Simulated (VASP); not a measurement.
# Zr in VASP: further runs

The runs below take Zr through single point, with PBE.

Everything below comes from runs of VASP 6.6.1. Logs are shortened: lines on timing, memory, paths and dates and some standing lists are left out, and cuts for length are marked.

**1. The cell of the first run**

The cell holds a slab with vacuum, 1 atom: a = 3.231 Å, b = 3.231 Å, c = 13.000 Å, α = 90.00°, β = 90.00°, γ = 120.00°.

**2. Single point, PBE**

INCAR reads:

```
  PREC = Accurate
  ENCUT = 520
  EDIFF = 1E-7
  ISMEAR = -1
  SIGMA = 0.08
  LREAL = F
  LASPH = T
  NELM = 80
  ALGO = Normal
  ISIF = 2
  LWAVE = F
  LCHARG = F
  LDIPOL = T
  IDIPOL = 3
  DIPOL = 0.5 0.5 0.500
  GGA = PE
  NBANDS = 12
```

KPOINTS reads:

```
Automatic mesh
0
Gamma
  15 15 1
```

POSCAR reads:

```
Zr
1.0
    3.2310992960      0.0000000000      0.0000000000
   -1.6155496480      2.7982140725      0.0000000000
    0.0000000000      0.0000000000     13.0000000000
Zr
1
Direct
    0.0000000000      0.0000000000      0.5000000000
```

Potentials or basis: VASP PAW PBE potentials, release 64 (Zr_sv).

The run is started by

```sh
cat potpaw_PBE.64/Zr_sv/POTCAR > POTCAR
mpirun -np 1 vasp_std > vasp.out
```

OUTCAR:

```text
PREC = Accurate
   ENCUT = 520
   EDIFF = 1E-7
   ISMEAR = -1
   LREAL = F
   LASPH = T
   NELM = 80
   ISIF = 2
   GGA = PE

 ion  position               nearest neighbor table
   1  0.000  0.000  0.500-

  LATTYP: Found a hexagonal cell.
 ALAT       =     3.2310992960
 C/A-ratio  =     4.0233984812

  Lattice vectors:

 A1 = (   3.2310992960,   0.0000000000,   0.0000000000)
 A2 = (  -1.6155496480,   2.7982140725,   0.0000000000)
 A3 = (   0.0000000000,   0.0000000000,  13.0000000000)

Analysis of symmetry for initial positions (statically):
=====================================================================
 Subroutine PRICEL returns:
 Original cell was already a primitive cell.

 Routine SETGRP: Setting up the symmetry group for a
 hexagonal supercell.

 Subroutine GETGRP returns: Found 24 space group operations
 (whereof 24 operations were pure point group operations)
 out of a pool of 24 trial point group operations.

The static configuration has the point symmetry D_6h.

Analysis of symmetry for dynamics (positions and initial velocities):
=====================================================================
 Subroutine PRICEL returns:
 Original cell was already a primitive cell.

 Routine SETGRP: Setting up the symmetry group for a
 hexagonal supercell.

 Subroutine GETGRP returns: Found 24 space group operations
 (whereof 24 operations were pure point group operations)
 out of a pool of 24 trial point group operations.

The dynamic configuration has the point symmetry D_6h.

 Subroutine INISYM returns: Found 24 space group operations
 (whereof 24 operations are pure point group operations),
 and found     1 'primitive' translations

----------------------------------------------------------------------------------------

                                     Primitive cell

  volume of cell :     117.5370

  direct lattice vectors                    reciprocal lattice vectors
     3.231099296  0.000000000  0.000000000     0.309492191  0.178685400  0.000000000
    -1.615549648  2.798214072  0.000000000     0.000000000  0.357370799  0.000000000
     0.000000000  0.000000000 13.000000000     0.000000000  0.000000000  0.076923077

  length of vectors
     3.231099296  3.231099296 13.000000000     0.357370799  0.357370799  0.076923077

  position of ions in fractional coordinates (direct lattice)
     0.000000000  0.000000000  0.500000000

  ion indices of the primitive-cell ions
   primitive index   ion index
                 1           1

----------------------------------------------------------------------------------------

 KPOINTS: Automatic mesh

Automatic generation of k-mesh.
 Grid dimensions read from file:
 generate k-points for:   15   15    1

 Generating k-lattice:

  Cartesian coordinates                     Fractional coordinates (reciprocal lattice)
     0.020632813  0.011912360  0.000000000     0.066666667 -0.000000000  0.000000000
     0.000000000  0.023824720  0.000000000     0.000000000  0.066666667  0.000000000
     0.000000000  0.000000000  0.076923077     0.000000000  0.000000000  1.000000000

  Length of vectors
     0.023824720  0.023824720  0.076923077

  Shift w.r.t. Gamma in fractional coordinates (k-lattice)
     0.000000000  0.000000000  0.000000000

 Subroutine IBZKPT returns following result:
 ===========================================

 Found     27 irreducible k-points:

 Following reciprocal coordinates:
            Coordinates               Weight
  0.000000  0.000000  0.000000      1.000000
  0.066667  0.000000  0.000000      6.000000
  0.133333  0.000000  0.000000      6.000000
  0.200000 -0.000000  0.000000      6.000000
  0.266667  0.000000  0.000000      6.000000
  0.333333  0.000000  0.000000      6.000000
[... 16 lines left out ...]
  0.333333  0.200000  0.000000     12.000000
  0.400000  0.200000  0.000000      6.000000
 [... further k-points ...]
   k-points           NKPTS =     27   k-points in BZ     NKDIM =     27   number of bands    NBANDS=     12
   number of dos      NEDOS =    301   number of ions     NIONS =      1
   total plane-waves  NPLWV =  56448
   dimension x,y,z NGX =    24 NGY =   24 NGZ =   98
   dimension x,y,z NGXF=    48 NGYF=   48 NGZF=  196
   ions per type =               1
   NGX,Y,Z   is equivalent  to a cutoff of  12.35, 12.35, 12.53 a.u.
   NGXF,Y,Z  is equivalent  to a cutoff of  24.70, 24.70, 25.06 a.u.
 SYSTEM =  unknown system
   PREC   = accura    normal or accurate (medium, high low for compatibility)
   ISTART =      0    job   : 0-new  1-cont  2-samecut
   ICHARG =      2    charge: 1-file 2-atom 10-const
   ISPIN  =      1    spin polarized calculation?
   LNONCOLLINEAR =      F non collinear calculations
   LSORBIT =      F    spin-orbit coupling
   LASPH  =      T    aspherical Exc in radial PAW
   ENCUT  =  520.0 eV  38.22 Ry    6.18 a.u.   6.01  6.01 24.17*2*pi/ulx,y,z
   NELM   =     80;   NELMIN=  2; NELMDL= -5     # of ELM steps
   EDIFF  = 0.1E-06   stopping-criterion for ELM
   LREAL  =      F    real-space projection
   EDIFFG = 0.1E-05   stopping-criterion for IOM
   NSW    =      0    number of steps for IOM
   IBRION =     -1    ionic relax: 0-MD 1-quasi-New 2-CG
   NFREE  =      0    steps in history (QN), initial steepest desc. (CG)
   ISIF   =      2    stress and relaxation
   ISYM   =      2    0-nonsym 1-usesym 2-fastsym
   POTIM  = 0.5000    time-step for ionic-motion
   TEBEG  =    0.0;   TEEND  =   0.0 temperature during run
   PSTRESS=    0.0 pullay stress
   NELECT =      12.0000    total number of electrons
   NUPDOWN=      -1.0000    fix difference up-down
   EMIN   =  10.00;   EMAX   =-10.00  energy-range for DOS
   EFERMI =   0.00;   METHOD = LEGACY
   ISMEAR =    -1;   SIGMA  =   0.08  broadening in eV -4-tet -1-fermi 0-gaus
   EFERMI_NEDOS =   21; number of points for ismear=-14 and -15
   IALGO  =     38    algorithm
   IMIX   =      4    mixing-type and parameters
     AMIX     =   0.40;   BMIX     =  1.00
     AMIX_MAG =   1.60;   BMIX_MAG =  1.00
  volume/ion in A,a.u.               =     117.54       793.18
  Fermi-wavevector in a.u.,A,eV,Ry     =   0.765145  1.445914  7.965487  0.585447
  Thomas-Fermi vector in A             =   1.865201
   LORBIT       =      0    0 simple, 1 ext, 2 COOP (PROOUT), +10 PAW based schemes
   GGA     = PE    functional components
   LHFCALC =     F    Hartree Fock is set to
   AEXX    =    0.0000 exact exchange contribution
   IVDW    =     0    specifies the selected vdW correction
   LEPSILON=     F    determine dielectric tensor
   LRPA    =     F    only Hartree local field effects (RPA)
 non-spin polarized calculation
  energy-cutoff  :      520.00
  volume of cell :      117.54
 maximum number of plane-waves:      3234
   NGX = 13   NGY = 13   NGZ = 49

 number of electron      12.0000000 magnetization

 dipolmoment           0.000000      0.000000     -0.000000 electrons x Angstroem

 Free energy of the ion-electron system (eV)
  ---------------------------------------------------
  ext. energy  EPLUGINS =         0.00000000
  ---------------------------------------------------
  free energy    TOTEN  =        -6.40193227 eV

  energy without entropy =       -6.32912961  energy(sigma->0) =       -6.36553094

 E-fermi :  -1.1844     XC(G=0):  -3.6867

 val. band max:       -1.2082008792   @ k =   0.1333   0.1333   0.0000
 cond. band min:      -1.1450596674   @ k =   0.0667   0.0667   0.0000
 fundamental gap:      0.0631412118
 Fermi energy:        -1.1844496283

 k-point     1 :       0.0000    0.0000    0.0000
  band No.  band energies     occupation
      1     -50.4433      2.00000
      2     -28.6155      2.00000
      3     -28.0043      2.00000
      4     -28.0043      2.00000
      5      -4.9808      2.00000
      6      -1.3329      1.72966
      7      -0.7422      0.00792
      8      -0.0414      0.00000
      9      -0.0414      0.00000
     10       2.0110      0.00000
     11       2.0110      0.00000
     12       2.3346      0.00000

 k-point     2 :       0.0667    0.0000    0.0000
  band No.  band energies     occupation
      1     -50.4398      2.00000
      2     -28.6115      2.00000
      3     -28.0336      2.00000
      4     -28.0110      2.00000
      5      -4.8496      2.00000
      6      -1.2690      1.48436
      7      -0.7815      0.01290
      8      -0.1650      0.00001
      9       0.0688      0.00000
     10       1.9606      0.00000
     11       1.9741      0.00000
     12       2.4146      0.00000

 k-point     3 :       0.1333    0.0000    0.0000
  band No.  band energies     occupation
      1     -50.4300      2.00000
      2     -28.6001      2.00000
      3     -28.1159      2.00000
      4     -28.0299      2.00000
      5      -4.4742      2.00000
      6      -1.0915      0.47672
      7      -0.9081      0.06126
      8      -0.4612      0.00024
      9       0.3937      0.00000
     10       1.8721      0.00000
     11       1.9325      0.00000
     12       2.6538      0.00000
[... 286 lines left out ...]
 k-point    23 :       0.3333    0.2000    0.0000
  band No.  band energies     occupation
      1     -50.3592      2.00000
      2     -28.5639      2.00000
      3     -28.5171      2.00000
      4     -28.2860      2.00000
      5      -2.0696      1.99997
      6      -1.5382      1.97627
      7      -0.5567      0.00078
      8       0.1639      0.00000
      9       0.5575      0.00000
     10       4.3652      0.00000
     11       4.7588      0.00000
     12       6.0744      0.00000

 k-point    24 :       0.4000    0.2000    0.0000
  band No.  band energies     occupation
      1     -50.3563      2.00000
      2     -28.5764      2.00000
      3     -28.5138      2.00000
      4     -28.3010      2.00000
      5      -2.1181      1.99998
      6      -1.5309      1.97401
      7      -0.2371      0.00001
      8       0.0585      0.00000
      9       0.6389      0.00000
     10       4.6733      0.00000
     11       5.2093      0.00000
     12       5.5966      0.00000

 [... further k-points ...]

------------------------ aborting loop because EDIFF is reached ----------------------------------------

 vacuum level on the upper side and lower side of the slab       (xc-potential included)        -0.331        -0.331

  FORCE on cell =-STRESS in cart. coord.  units (eV):
  Direction    XX          YY          ZZ          XY          YZ          ZX
  --------------------------------------------------------------------------------------
  -------------------------------------------------------------------------------------
  Total       -2.9637633     -2.9637633     -0.0084539      0.0000000      0.0000000     -0.0000000
  in kB      -40.3998264    -40.3998264     -0.1152367      0.0000000      0.0000000     -0.0000000
  external PRESSURE =     -26.9716298 kB  Pullay stress =       0.0000000 kB

 VOLUME and BASIS-vectors are now :
 -----------------------------------------------------------------------------
  energy-cutoff  :      520.00
  volume of cell :      117.54
      direct lattice vectors                 reciprocal lattice vectors
     3.231099296  0.000000000  0.000000000     0.309492191  0.178685400  0.000000000
    -1.615549648  2.798214072  0.000000000     0.000000000  0.357370799  0.000000000
     0.000000000  0.000000000 13.000000000     0.000000000  0.000000000  0.076923077

 POSITION                                       TOTAL-FORCE (eV/Angst)
 -----------------------------------------------------------------------------------
      0.00000      0.00000      6.50000        -0.000000      0.000000      0.000000
 -----------------------------------------------------------------------------------
    total drift:                                0.000000      0.000000     -0.000000

  FREE ENERGIE OF THE ION-ELECTRON SYSTEM (eV)
  ---------------------------------------------------
  free  energy   TOTEN  =        -6.4019322680 eV

  energy  without entropy=       -6.3291296148  energy(sigma->0) =       -6.36553094

 vacuum level on the upper side and lower side of the slab         2.447         2.447
```

It took 43 s on 1 thread of AMD EPYC 7R43 (Zen 3), shared host; peak memory 0.19 GiB.

Results:

| Property | Result |
| --- | --- |
| Free energy | -6.4019 eV |
| Band gap on the k mesh | zero (band 6 reaches -1.03 eV, above the bottom of band 7 at -1.49 eV) |

**3. Single point, PBE**

INCAR reads:

```
SYSTEM = Zr
ALGO = Normal
DIPOL = 0.5 0.5 0.500
EDIFF = 1E-7
ENCUT = 520
GGA = PE
IDIPOL = 3
ISIF = 2
ISMEAR = -1
LASPH = .True.
LCHARG = .True.
LDIPOL = .True.
LELF = .True.
LREAL = .False.
LVACPOTAV = .True.
LVHAR = .True.
LWAVE = .False.
NBANDS = 12
NELM = 100
PREC = Accurate
SIGMA = 0.08
```

KPOINTS reads:

```
k-points
0
Gamma
  15 15 1
  0 0 0
```

POSCAR is that of step 2.

Potentials or basis: VASP PAW PBE potentials, release 64 (Zr_sv).

The run is started by

```sh
cat potpaw_PBE.64/Zr_sv/POTCAR > POTCAR
mpirun -np 1 vasp_std > vasp.out
```

Run time: 44 s. Hardware: 1 thread of AMD EPYC 7R43 (Zen 3), shared host; peak memory 0.19 GiB.

The run converged. Its results:

```
Free energy            : -6.4019 eV
Band gap on the k mesh : zero (band 6 reaches -1.03 eV, above the bottom of band 7 at -1.49 eV)
```

Levels at points of the mesh, in eV from the Fermi level:
```
           k point  band 2  band 3  band 4  band 5  band 6  band 7  band 8  band 9  band 10  band 11
(0.00, 0.00, 0.00)  -27.43  -26.82  -26.82   -3.80   -0.15    0.44    1.14    1.14     3.20     3.20
```
